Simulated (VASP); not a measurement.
# Au (Fm-3m) in VASP: notebook, part 2 of 3

VASP 6.6.1. Earlier steps stand in the parts before.

### 3 Single point, LDA

This run uses another cell than the first one, of 16.59 Å³/atom, 0.993 times its volume.

INCAR reads:

```
SYSTEM = Au
ALGO = Normal ; EDIFF = 1E-6
ENCUT = 520 ; GGA = CA
ISIF = 2 ; ISMEAR = 0
LASPH = .TRUE. ; LCHARG = .TRUE.
LELF = .TRUE. ; LREAL = .FALSE.
LVHAR = .TRUE. ; LWAVE = .FALSE.
NBANDS = 12 ; NELM = 60
PREC = Accurate ; SIGMA = 0.1
```

KPOINTS reads:

```
k-points
0
G
  18 18 18
  0 0 0
```

POSCAR reads:

```
Au
1.0
    0.0000000000      2.0243168680      2.0243168680
    2.0243168680      0.0000000000      2.0243168680
    2.0243168680      2.0243168680      0.0000000000
Au
1
Direct
    0.0000000000      0.0000000000      0.0000000000
```

Potentials or basis: VASP PAW LDA potentials, release 64 (Au).

Command:

```sh
$ cat potpaw_LDA.64/Au/POTCAR > POTCAR
$ mpirun -np 1 vasp_std > vasp.out
```

OUTCAR:

```text
SYSTEM = Au
   EDIFF = 1E-6
   ENCUT = 520
   GGA = CA
   ISIF = 2
   ISMEAR = 0
   LASPH = .TRUE.
   LREAL = .FALSE.
   NELM = 60
   PREC = Accurate

 ion  position               nearest neighbor table
   1  0.000  0.000  0.000-

  LATTYP: Found a face centered cubic cell.
 ALAT       =     4.0486337360

  Lattice vectors:

 A1 = (   0.0000000000,   2.0243168680,   2.0243168680)
 A2 = (   2.0243168680,   0.0000000000,   2.0243168680)
 A3 = (   2.0243168680,   2.0243168680,   0.0000000000)

Analysis of symmetry for initial positions (statically):
=====================================================================
 Subroutine PRICEL returns:
 Original cell was already a primitive cell.

 Routine SETGRP: Setting up the symmetry group for a
 face centered cubic supercell.

 Subroutine GETGRP returns: Found 48 space group operations
 (whereof 48 operations were pure point group operations)
 out of a pool of 48 trial point group operations.

The static configuration has the point symmetry O_h .

Analysis of symmetry for dynamics (positions and initial velocities):
=====================================================================
 Subroutine PRICEL returns:
 Original cell was already a primitive cell.

 Routine SETGRP: Setting up the symmetry group for a
 face centered cubic supercell.

 Subroutine GETGRP returns: Found 48 space group operations
 (whereof 48 operations were pure point group operations)
 out of a pool of 48 trial point group operations.

The dynamic configuration has the point symmetry O_h .

 Subroutine INISYM returns: Found 48 space group operations
 (whereof 48 operations are pure point group operations),
 and found     1 'primitive' translations

----------------------------------------------------------------------------------------

                                     Primitive cell

  volume of cell :      16.5907

  direct lattice vectors                    reciprocal lattice vectors
     0.000000000  2.024316868  2.024316868    -0.246996904  0.246996904  0.246996904
     2.024316868  0.000000000  2.024316868     0.246996904 -0.246996904  0.246996904
     2.024316868  2.024316868  0.000000000     0.246996904  0.246996904 -0.246996904

  length of vectors
     2.862816369  2.862816369  2.862816369     0.427811188  0.427811188  0.427811188

  position of ions in fractional coordinates (direct lattice)
     0.000000000  0.000000000  0.000000000

  ion indices of the primitive-cell ions
   primitive index   ion index
                 1           1

----------------------------------------------------------------------------------------

 KPOINTS: k-points

Automatic generation of k-mesh.
 Grid dimensions read from file:
 generate k-points for:   18   18   18

 Generating k-lattice:

  Cartesian coordinates                     Fractional coordinates (reciprocal lattice)
    -0.013722050  0.013722050  0.013722050     0.055555556  0.000000000  0.000000000
     0.013722050 -0.013722050  0.013722050     0.000000000  0.055555556  0.000000000
     0.013722050  0.013722050 -0.013722050     0.000000000  0.000000000  0.055555556

  Length of vectors
     0.023767288  0.023767288  0.023767288

  Shift w.r.t. Gamma in fractional coordinates (k-lattice)
     0.000000000  0.000000000  0.000000000

 Subroutine IBZKPT returns following result:
 ===========================================

 Found    195 irreducible k-points:

 Following reciprocal coordinates:
            Coordinates               Weight
  0.000000  0.000000  0.000000      1.000000
  0.055556  0.000000  0.000000      8.000000
  0.111111  0.000000  0.000000      8.000000
  0.166667  0.000000  0.000000      8.000000
  0.222222  0.000000  0.000000      8.000000
  0.277778  0.000000  0.000000      8.000000
[... 16 lines left out ...]
 -0.277778  0.055556  0.000000     24.000000
 -0.222222  0.055556  0.000000     24.000000
 [... further k-points ...]
   k-points           NKPTS =    195   k-points in BZ     NKDIM =    195   number of bands    NBANDS=     12
   number of dos      NEDOS =    301   number of ions     NIONS =      1
   total plane-waves  NPLWV =  13824
   dimension x,y,z NGX =    24 NGY =   24 NGZ =   24
   dimension x,y,z NGXF=    48 NGYF=   48 NGZF=   48
   ions per type =               1
   NGX,Y,Z   is equivalent  to a cutoff of  13.94, 13.94, 13.94 a.u.
   NGXF,Y,Z  is equivalent  to a cutoff of  27.87, 27.87, 27.87 a.u.
 SYSTEM =  Au
   PREC   = accura    normal or accurate (medium, high low for compatibility)
   ISTART =      0    job   : 0-new  1-cont  2-samecut
   ICHARG =      2    charge: 1-file 2-atom 10-const
   ISPIN  =      1    spin polarized calculation?
   LNONCOLLINEAR =      F non collinear calculations
   LSORBIT =      F    spin-orbit coupling
   LASPH  =      T    aspherical Exc in radial PAW
   ENCUT  =  520.0 eV  38.22 Ry    6.18 a.u.   5.32  5.32  5.32*2*pi/ulx,y,z
   NELM   =     60;   NELMIN=  2; NELMDL= -5     # of ELM steps
   EDIFF  = 0.1E-05   stopping-criterion for ELM
   LREAL  =      F    real-space projection
   EDIFFG = 0.1E-04   stopping-criterion for IOM
   NSW    =      0    number of steps for IOM
   IBRION =     -1    ionic relax: 0-MD 1-quasi-New 2-CG
   NFREE  =      0    steps in history (QN), initial steepest desc. (CG)
   ISIF   =      2    stress and relaxation
   ISYM   =      2    0-nonsym 1-usesym 2-fastsym
   POTIM  = 0.5000    time-step for ionic-motion
   TEBEG  =    0.0;   TEEND  =   0.0 temperature during run
   PSTRESS=    0.0 pullay stress
   NELECT =      11.0000    total number of electrons
   NUPDOWN=      -1.0000    fix difference up-down
   EMIN   =  10.00;   EMAX   =-10.00  energy-range for DOS
   EFERMI =   0.00;   METHOD = LEGACY
   ISMEAR =     0;   SIGMA  =   0.10  broadening in eV -4-tet -1-fermi 0-gaus
   EFERMI_NEDOS =   21; number of points for ismear=-14 and -15
   IALGO  =     38    algorithm
   IMIX   =      4    mixing-type and parameters
     AMIX     =   0.40;   BMIX     =  1.00
     AMIX_MAG =   1.60;   BMIX_MAG =  1.00
  volume/ion in A,a.u.               =      16.59       111.96
  Fermi-wavevector in a.u.,A,eV,Ry     =   1.427526  2.697632 27.726351  2.037829
  Thomas-Fermi vector in A             =   2.547686
   LORBIT       =      0    0 simple, 1 ext, 2 COOP (PROOUT), +10 PAW based schemes
   GGA     = CA    functional components
   LHFCALC =     F    Hartree Fock is set to
   AEXX    =    0.0000 exact exchange contribution
   IVDW    =     0    specifies the selected vdW correction
   LEPSILON=     F    determine dielectric tensor
   LRPA    =     F    only Hartree local field effects (RPA)
 non-spin polarized calculation
 Gauss-broadening in eV      SIGMA  =   0.10
  energy-cutoff  :      520.00
  volume of cell :       16.59
 maximum number of plane-waves:       459
 NGX is ok and might be reduce to    24
   NGX = 11   NGY = 11   NGZ = 11

 number of electron      10.9999999 magnetization

 Free energy of the ion-electron system (eV)
  ---------------------------------------------------
  ext. energy  EPLUGINS =         0.00000000
  ---------------------------------------------------
  free energy    TOTEN  =        -4.44607731 eV

  energy without entropy =       -4.44461839  energy(sigma->0) =       -4.44534785

 E-fermi :   9.7254     XC(G=0): -13.1386

 val. band max:        9.7155666432   @ k =   0.5000   0.1667   0.0556
 cond. band min:       9.7391095619   @ k =   0.5000   0.2778   0.1111
 fundamental gap:      0.0235429187
 Fermi energy:         9.7253629058

 k-point     1 :       0.0000    0.0000    0.0000
  band No.  band energies     occupation
      1      -0.4559      2.00000
      2       4.8891      2.00000
      3       4.8891      2.00000
      4       4.8891      2.00000
      5       6.5022      2.00000
      6       6.5022      2.00000
      7      24.1911      0.00000
      8      28.3007      0.00000
      9      28.3007      0.00000
     10      28.3007      0.00000
     11      33.4169      0.00000
     12      38.3004      0.00000

 k-point     2 :       0.0556    0.0000    0.0000
  band No.  band energies     occupation
      1      -0.3452      2.00000
      2       4.8511      2.00000
      3       4.9284      2.00000
      4       4.9284      2.00000
      5       6.4836      2.00000
      6       6.4836      2.00000
      7      24.3301      0.00000
      8      27.6029      0.00000
      9      28.4397      0.00000
     10      28.4397      0.00000
     11      34.0395      0.00000
     12      36.8592      0.00000
[... 316 lines left out ...]
 k-point    24 :      -0.2222    0.0556    0.0000
  band No.  band energies     occupation
      1       1.3816      2.00000
      2       4.6007      2.00000
      3       5.2108      2.00000
      4       5.2514      2.00000
      5       6.3946      2.00000
      6       6.9045      2.00000
      7      21.4797      0.00000
      8      25.3840      0.00000
      9      28.4891      0.00000
     10      30.6838      0.00000
     11      31.4035      0.00000
     12      32.8127      0.00000

 [... further k-points ...]
[... 5 lines left out ...]
  --------------------------------------------------------------------------------------
  -------------------------------------------------------------------------------------
  Total        0.0482471      0.0482471      0.0482471      0.0000000      0.0000000      0.0000000
  in kB        4.6592492      4.6592492      4.6592492      0.0000000      0.0000000      0.0000000
  external PRESSURE =       4.6592492 kB  Pullay stress =       0.0000000 kB

 VOLUME and BASIS-vectors are now :
 -----------------------------------------------------------------------------
  energy-cutoff  :      520.00
  volume of cell :       16.59
      direct lattice vectors                 reciprocal lattice vectors
     0.000000000  2.024316868  2.024316868    -0.246996904  0.246996904  0.246996904
     2.024316868  0.000000000  2.024316868     0.246996904 -0.246996904  0.246996904
     2.024316868  2.024316868  0.000000000     0.246996904  0.246996904 -0.246996904

 POSITION                                       TOTAL-FORCE (eV/Angst)
 -----------------------------------------------------------------------------------
      0.00000      0.00000      0.00000         0.000000     -0.000000      0.000000
 -----------------------------------------------------------------------------------
    total drift:                               -0.000000      0.000000      0.000000

  FREE ENERGIE OF THE ION-ELECTRON SYSTEM (eV)
  ---------------------------------------------------
  free  energy   TOTEN  =        -4.4460773051 eV

  energy  without entropy=       -4.4446183871  energy(sigma->0) =       -4.44534785
```

stdout:

```text
POSCAR found type information on POSCAR Au
 POSCAR found :  1 types and       1 ions
 scaLAPACK will be used
 LDA part: xc-table for (Slater(with rela. corr.)+CA(PZ))
 , standard interpolation
 POSCAR, INCAR and KPOINTS ok, starting setup
 FFT: planning ... GRIDC
 FFT: planning ... GRID_SOFT
 FFT: planning ... GRID
 WAVECAR not read
 entering main loop
```

It took 13 s on 1 thread of Intel Xeon Platinum 8488C (Sapphire Rapids), shared host; peak memory 0.15 GiB.

Results:

* Free energy: -4.4461 eV
* Pressure: 0.5 GPa

Caveat: spin-orbit coupling is left out, which moves the levels of the heavy elements.

(Part 2 of 3 ends here.)
